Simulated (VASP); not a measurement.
A run of VASP 6.6.1:

Contents of INCAR:

```
SYSTEM = Pt
ALGO = Normal
EDIFF = 1E-6
ENCUT = 520
GGA = PE
ISIF = 2
ISMEAR = -1
LASPH = .True.
LCHARG = .False.
LREAL = .False.
LWAVE = .False.
NBANDS = 11
NELM = 60
PREC = Accurate
SIGMA = 0.05
```

The input KPOINTS:

```
k-points
0
Gamma
  12 12 12
  0 0 0
```

File POSCAR:

```
Pt
1.0
    0.0000000000      1.9208704006      1.9208704006
    1.9208704006      0.0000000000      1.9208704006
    1.9208704006      1.9208704006      0.0000000000
Pt
1
Direct
    0.0000000000      0.0000000000      0.0000000000
```

Potentials or basis: VASP PAW PBE potentials, release 64 (Pt).

Run with:

```bash
$ cat potpaw_PBE.64/Pt/POTCAR > POTCAR
$ mpirun -np 1 vasp_std > vasp.out
```

Hardware: 1 thread of Intel Xeon 8259CL, on a shared host.

Question: Estimate the wall time of this run.

Answer: Wall time 15 s on 1 thread of Intel Xeon 8259CL (shared host), peak memory 0.13 GiB. Counts: scf iterations 11, k points 72.
